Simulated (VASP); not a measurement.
# MoS2 in VASP: notebook

Runs on MoS2. Level: PBEsol. Tasks: single point, relaxation of the atoms.

All numbers are computed with VASP 6.6.1; they aren't measurements. Logs are shortened: lines on timing, memory, paths and dates and some standing lists are left out, and cuts for length are marked.

## (1) The cell of the first run

The typed cell holds 3 atoms: a = 6.525 Å, b = 6.542 Å, c = 6.546 Å, α = 27.85°, β = 27.77°, γ = 27.84°.

## (2) Single point, PBEsol (equal xy, yz and zx engineering shears of -0.5 %)

INCAR

```
PREC = Accurate ; ENCUT = 520
EDIFF = 1E-6 ; ISMEAR = 0
SIGMA = 0.01 ; LREAL = F
LASPH = T ; NELM = 80
ALGO = Normal ; ISIF = 2
LWAVE = F ; LCHARG = T
GGA = PS ; LELF = T
LVHAR = T ; NBANDS = 20
```

KPOINTS

```
regular mesh
0
Gamma
  8 8 8
```

POSCAR

```
MoS2
1.0
    1.5535992444      0.8877152648      6.2745541094
   -1.5895397317      0.8955731122      6.2824119569
   -0.0111651482     -1.8303940124      6.2852881287
Mo S
1 2
Direct
    0.0004501423     -0.0002438641      0.0000985058
    0.2467958306      0.2519291880      0.2535441458
    0.4197540271      0.4153146761      0.4133573484
```

Potentials or basis: VASP PAW PBE potentials, release 64 (Mo_sv, S).

The run is started by

```sh
cat potpaw_PBE.64/Mo_sv/POTCAR potpaw_PBE.64/S/POTCAR > POTCAR
mpirun -np 1 vasp_std > vasp.out
```

OUTCAR:

```text
PREC = Accurate
   ENCUT = 520
   EDIFF = 1E-6
   ISMEAR = 0
   LREAL = F
   LASPH = T
   NELM = 80
   ISIF = 2
   GGA = PS

 ion  position               nearest neighbor table
   1  0.000  1.000  0.000-   2 2.39   3 2.39   3 2.39   2 2.39   2 2.39   3 2.39
   2  0.247  0.252  0.254-   1 2.39   1 2.39   1 2.39
   3  0.420  0.415  0.413-   1 2.39   1 2.39   1 2.39

  LATTYP: Found a triclinic cell.
 ALAT       =     3.1431586207
 B/A-ratio  =     1.0021599973
 C/A-ratio  =     2.0758424717
 COS(alpha) =     0.0024486412
 COS(beta)  =     0.2353646090
 COS(gamma) =     0.5032376683

  Lattice vectors:

 A1 = (  -3.1431389761,   0.0078578474,   0.0078578475)
 A2 = (  -1.5783745835,   2.7259671246,  -0.0028761718)
 A3 = (  -1.5535992444,  -0.8877152648,  -6.2745541094)

Analysis of symmetry for initial positions (statically):
=====================================================================
 Subroutine PRICEL returns:
 Original cell was already a primitive cell.

 Routine SETGRP: Setting up the symmetry group for a
 triclinic supercell.

 Subroutine GETGRP returns: Found  1 space group operations
 (whereof  1 operations were pure point group operations)
 out of a pool of  2 trial point group operations.

The static configuration has the point symmetry C_1 .

Analysis of symmetry for dynamics (positions and initial velocities):
=====================================================================
 Subroutine PRICEL returns:
 Original cell was already a primitive cell.

 Routine SETGRP: Setting up the symmetry group for a
 triclinic supercell.

 Subroutine GETGRP returns: Found  1 space group operations
 (whereof  1 operations were pure point group operations)
 out of a pool of  2 trial point group operations.

The dynamic configuration has the point symmetry C_1 .

 Subroutine INISYM returns: Found  1 space group operations
 (whereof  1 operations are pure point group operations),
 and found     1 'primitive' translations

----------------------------------------------------------------------------------------

                                     Primitive cell

  volume of cell :      53.7355

  direct lattice vectors                    reciprocal lattice vectors
     1.553599244  0.887715265  6.274554109     0.318750661  0.184618590  0.054330629
    -1.589539732  0.895573112  6.282411957    -0.317563889  0.183023816  0.052735856
    -0.011165148 -1.830394012  6.285288129    -0.000787728 -0.367243362  0.052152128
[... 85 lines left out ...]
   NELM   =     80;   NELMIN=  2; NELMDL= -5     # of ELM steps
   EDIFF  = 0.1E-05   stopping-criterion for ELM
   LREAL  =      F    real-space projection
   EDIFFG = 0.1E-04   stopping-criterion for IOM
   NSW    =      0    number of steps for IOM
   IBRION =     -1    ionic relax: 0-MD 1-quasi-New 2-CG
   NFREE  =      0    steps in history (QN), initial steepest desc. (CG)
   ISIF   =      2    stress and relaxation
   ISYM   =      2    0-nonsym 1-usesym 2-fastsym
   POTIM  = 0.5000    time-step for ionic-motion
   TEBEG  =    0.0;   TEEND  =   0.0 temperature during run
   PSTRESS=    0.0 pullay stress
   NELECT =      26.0000    total number of electrons
   NUPDOWN=      -1.0000    fix difference up-down
   EMIN   =  10.00;   EMAX   =-10.00  energy-range for DOS
   EFERMI =   0.00;   METHOD = LEGACY
   ISMEAR =     0;   SIGMA  =   0.01  broadening in eV -4-tet -1-fermi 0-gaus
   EFERMI_NEDOS =   21; number of points for ismear=-14 and -15
   IALGO  =     38    algorithm
   IMIX   =      4    mixing-type and parameters
     AMIX     =   0.40;   BMIX     =  1.00
     AMIX_MAG =   1.60;   BMIX_MAG =  1.00
  volume/ion in A,a.u.               =      17.91       120.88
  Fermi-wavevector in a.u.,A,eV,Ry     =   1.285224  2.428721 22.474117  1.651801
  Thomas-Fermi vector in A             =   2.417371
   LORBIT       =      0    0 simple, 1 ext, 2 COOP (PROOUT), +10 PAW based schemes
   GGA     = PS    functional components
   LHFCALC =     F    Hartree Fock is set to
   AEXX    =    0.0000 exact exchange contribution
   IVDW    =     0    specifies the selected vdW correction
   LEPSILON=     F    determine dielectric tensor
   LRPA    =     F    only Hartree local field effects (RPA)
 non-spin polarized calculation
 Gauss-broadening in eV      SIGMA  =   0.01
  energy-cutoff  :      520.00
  volume of cell :       53.74
 maximum number of plane-waves:      1461
 NGX is ok and might be reduce to    50
   NGX = 25   NGY = 25   NGZ = 25

 number of electron      26.0000001 magnetization

 Free energy of the ion-electron system (eV)
  ---------------------------------------------------
  ext. energy  EPLUGINS =         0.00000000
  ---------------------------------------------------
  free energy    TOTEN  =       -23.44970122 eV

  energy without entropy =      -23.44970122  energy(sigma->0) =      -23.44970122

 E-fermi :   7.4511     XC(G=0): -10.9269

 val. band max:        7.2869335383   @ k =   0.5000   0.5000   0.5000
 cond. band min:       8.4017025058   @ k =  -0.1250   0.0000   0.2500
 fundamental gap:      1.1147689674
 Fermi energy:         7.4510723832

 k-point     1 :       0.0000    0.0000    0.0000
  band No.  band energies     occupation
      1     -54.0185      2.00000
      2     -28.2304      2.00000
      3     -27.9721      2.00000
      4     -27.9636      2.00000
      5      -7.6567      2.00000
      6      -6.0167      2.00000
[... 541 lines left out ...]
     19      15.4386      0.00000
     20      16.1249      0.00000

 [... further k-points ...]

------------------------ aborting loop because EDIFF is reached ----------------------------------------

  FORCE on cell =-STRESS in cart. coord.  units (eV):
  Direction    XX          YY          ZZ          XY          YZ          ZX
  --------------------------------------------------------------------------------------
  -------------------------------------------------------------------------------------
  Total        0.0051746     -0.0014127     -0.0065756      0.1468973      0.0167097      0.0217353
  in kB        0.1542845     -0.0421219     -0.1960568      4.3798882      0.4982170      0.6480606
  external PRESSURE =      -0.0279647 kB  Pullay stress =       0.0000000 kB

 VOLUME and BASIS-vectors are now :
 -----------------------------------------------------------------------------
  energy-cutoff  :      520.00
  volume of cell :       53.74
      direct lattice vectors                 reciprocal lattice vectors
     1.553599244  0.887715265  6.274554109     0.318750661  0.184618590  0.054330629
    -1.589539732  0.895573112  6.282411957    -0.317563889  0.183023816  0.052735856
    -0.011165148 -1.830394012  6.285288129    -0.000787728 -0.367243362  0.052152128

 POSITION                                       TOTAL-FORCE (eV/Angst)
 -----------------------------------------------------------------------------------
     -1.58845      0.89557      6.28432         0.000009     -0.000019      0.000092
     -0.01986     -0.01938      4.72485         0.000012      0.000033     -0.000392
     -0.01264     -0.01204      7.84102        -0.000021     -0.000014      0.000300
 -----------------------------------------------------------------------------------
    total drift:                               -0.000010      0.000023     -0.000083

  FREE ENERGIE OF THE ION-ELECTRON SYSTEM (eV)
  ---------------------------------------------------
  free  energy   TOTEN  =       -23.4497012162 eV

  energy  without entropy=      -23.4497012162  energy(sigma->0) =      -23.44970122
```

It took 24 min on 1 thread of Intel Xeon Platinum 8375C at 2.90GHz (Ice Lake), shared host; peak memory 0.5 GiB.

What came out:

```yaml
Free_energy: -23.4497 eV
Pressure: 0.0 GPa
Band_gap_on_the_k_mesh: 1.11 eV (least direct gap 2.10 eV)
```

Caveat: the cell differs from its parent crystal (equal xy, yz and zx engineering shears of -0.5 %); the PAW data sets were made with another functional, which shifts forces and pressure a little.

## (3) Relaxation of the atoms, PBEsol (z stretched by -0.5 %, x and y held)

INCAR

```
SYSTEM = MoS2
PREC = Accurate ; ENCUT = 520
EDIFF = 1E-6 ; ISMEAR = 0
SIGMA = 0.01 ; LREAL = .False.
LASPH = .True. ; NELM = 80
ALGO = Normal ; ISIF = 2
LWAVE = .False. ; LCHARG = .False.
GGA = PS ; IBRION = 2
NSW = 50 ; EDIFFG = -0.002
```

KPOINTS

```
regular mesh
0
Gamma
  8 8 8
  0 0 0
```

POSCAR

```
MoS2
1.0
    1.5715694880      0.9073460670      6.2493476413
   -1.5715694880      0.9073460670      6.2493476413
    0.0000000000     -1.8146921340      6.2493476413
Mo S
1 2
Direct
    0.0001015293      0.0001015293      0.0001015293
    0.2507582619      0.2507582619      0.2507582619
    0.4161402089      0.4161402089      0.4161402089
```

Potentials or basis: VASP PAW PBE potentials, release 64 (Mo_sv, S).

The run is started by

```sh
cat potpaw_PBE.64/Mo_sv/POTCAR potpaw_PBE.64/S/POTCAR > POTCAR
mpirun -np 1 vasp_std > vasp.out
```

OUTCAR:

```text
SYSTEM = MoS2
   PREC = Accurate
   ENCUT = 520
   EDIFF = 1E-6
   ISMEAR = 0
   LREAL = .False.
   LASPH = .True.
   NELM = 80
   ISIF = 2
   GGA = PS
   IBRION = 2
   NSW = 50
   EDIFFG = -0.002

 ion  position               nearest neighbor table
   1  0.000  0.000  0.000-   2 2.39   2 2.39   2 2.39   3 2.39   3 2.39   3 2.39
   2  0.251  0.251  0.251-   1 2.39   1 2.39   1 2.39
   3  0.416  0.416  0.416-   1 2.39   1 2.39   1 2.39

  LATTYP: Found a trigonal (rhomboedric) cell.
 ALAT       =     6.5074921039
 COS(alpha) =     0.8833539940

  Lattice vectors:

 A1 = (   1.5715694880,   0.9073460670,   6.2493476413)
 A2 = (  -1.5715694880,   0.9073460670,   6.2493476413)
 A3 = (   0.0000000000,  -1.8146921340,   6.2493476413)

Analysis of symmetry for initial positions (statically):
=====================================================================
 Subroutine PRICEL returns:
 Original cell was already a primitive cell.

 Routine SETGRP: Setting up the symmetry group for a
 trigonal (rhombohedral) supercell.

 Subroutine GETGRP returns: Found  6 space group operations
 (whereof  6 operations were pure point group operations)
 out of a pool of 12 trial point group operations.

The static configuration has the point symmetry C_3v.

Analysis of symmetry for dynamics (positions and initial velocities):
=====================================================================
 Subroutine PRICEL returns:
 Original cell was already a primitive cell.

 Routine SETGRP: Setting up the symmetry group for a
 trigonal (rhombohedral) supercell.

 Subroutine GETGRP returns: Found  6 space group operations
 (whereof  6 operations were pure point group operations)
 out of a pool of 12 trial point group operations.

The dynamic configuration has the point symmetry C_3v.

 Subroutine INISYM returns: Found  6 space group operations
 (whereof  6 operations are pure point group operations),
[... 126 lines left out ...]
   IVDW    =     0    specifies the selected vdW correction
   LEPSILON=     F    determine dielectric tensor
   LRPA    =     F    only Hartree local field effects (RPA)
 conjugate gradient relaxation of ions
 non-spin polarized calculation
 Gauss-broadening in eV      SIGMA  =   0.01
  energy-cutoff  :      520.00
  volume of cell :       53.47
 maximum number of plane-waves:      1454
   NGX = 25   NGY = 25   NGZ = 25

--------------------------------------- Ionic step        1  -------------------------------------------

 number of electron      26.0000000 magnetization

 Free energy of the ion-electron system (eV)
  ---------------------------------------------------
  ext. energy  EPLUGINS =         0.00000000
  ---------------------------------------------------
  free energy    TOTEN  =       -23.44888372 eV

  energy without entropy =      -23.44888372  energy(sigma->0) =      -23.44888372

------------------------ aborting loop because EDIFF is reached ----------------------------------------

  FORCE on cell =-STRESS in cart. coord.  units (eV):
  Direction    XX          YY          ZZ          XY          YZ          ZX
  --------------------------------------------------------------------------------------
  -------------------------------------------------------------------------------------
  Total        0.1694744      0.1694744      0.4729504      0.0000000      0.0000000      0.0000000
  in kB        5.0783449      5.0783449     14.1720836      0.0000000      0.0000000      0.0000000
  external PRESSURE =       8.1095911 kB  Pullay stress =       0.0000000 kB
[... 61 lines left out ...]
--------------------------------------- Ionic step        3  -------------------------------------------

 number of electron      26.0000000 magnetization

 Free energy of the ion-electron system (eV)
  ---------------------------------------------------
  ext. energy  EPLUGINS =         0.00000000
  ---------------------------------------------------
  free energy    TOTEN  =       -23.45002939 eV

  energy without entropy =      -23.45002939  energy(sigma->0) =      -23.45002939

 E-fermi :   7.6003     XC(G=0): -10.9627

 val. band max:        7.3720223589   @ k =   0.5000   0.5000   0.5000
 cond. band min:       8.4648310146   @ k =  -0.2500   0.1250  -0.0000
 fundamental gap:      1.0928086557
 Fermi energy:         7.6002582435

 k-point     1 :       0.0000    0.0000    0.0000
  band No.  band energies     occupation
      1     -53.9542      2.00000
      2     -28.1661      2.00000
      3     -27.9037      2.00000
      4     -27.9037      2.00000
      5      -7.6022      2.00000
      6      -5.9443      2.00000
[... 457 lines left out ...]
      4     -27.9535      2.00000
      5      -6.6471      2.00000
      6      -5.7196      2.00000
[... 9 lines left out ...]
     16      10.0059      0.00000
     17      10.5837      0.00000

 [... further k-points ...]

------------------------ aborting loop because EDIFF is reached ----------------------------------------

  FORCE on cell =-STRESS in cart. coord.  units (eV):
  Direction    XX          YY          ZZ          XY          YZ          ZX
  --------------------------------------------------------------------------------------
  -------------------------------------------------------------------------------------
  Total        0.0090850      0.0090850      0.0206534      0.0000000      0.0000000      0.0000000
  in kB        0.2722352      0.2722352      0.6188836      0.0000000      0.0000000      0.0000000
  external PRESSURE =       0.3877847 kB  Pullay stress =       0.0000000 kB
[... 18 lines left out ...]
  FREE ENERGIE OF THE ION-ELECTRON SYSTEM (eV)
  ---------------------------------------------------
  free  energy   TOTEN  =       -23.4500293898 eV

  energy  without entropy=      -23.4500293898  energy(sigma->0) =      -23.45002939

 reached required accuracy - stopping structural energy minimisation
```

It took 6 min on 1 thread of Intel Xeon 8259CL, shared host; peak memory 0.36 GiB.

What came out:

- Free energy: -23.4500 eV
- Energy gained by relaxing: 0.4 meV/atom
- Ionic steps: 3
- Pressure after relaxing: 0.0 GPa
- Band gap on the k mesh: 1.09 eV (least direct gap 2.10 eV)

The path:
```
step  energy change (eV)  largest force (eV/Å)  pressure (GPa)
   1              0.0000                0.1507            0.81
   2             -0.0011                0.0076            0.08
   3             -0.0011                0.0008            0.04
```

Final structure:
```
Mo S
1.0
     1.57157    0.90735    6.24935
    -1.57157    0.90735    6.24935
     0.00000   -1.81469    6.24935
Mo S
1 2
Direct
  0.00010 0.00010 0.00010
  0.25035 0.25035 0.25035
  0.41655 0.41655 0.41655
```

Levels at points of the mesh, in eV from the valence-band top:
```csv
k point,band 9,band 10,band 11,band 12,band 13,band 14,band 15,band 16,band 17
"(0.00, 0.00, 0.00)",-3.25,-2.11,-2.11,-1.30,-1.18,2.21,2.21,2.58,2.58
"(0.50, 0.00, 0.00)",-4.95,-3.87,-2.32,-1.45,-1.39,1.79,2.18,3.57,3.65
"(0.50, 0.50, 0.00)",-4.68,-3.81,-2.85,-1.61,-1.22,1.75,2.32,3.11,4.02
"(0.50, 0.50, 0.50)",-3.26,-3.26,-2.09,-2.09,0.00,2.29,2.29,2.47,2.47
```

Caveat: the cell differs from its parent crystal (z stretched by -0.5 %, x and y held); the PAW data sets were made with another functional, which shifts forces and pressure a little.
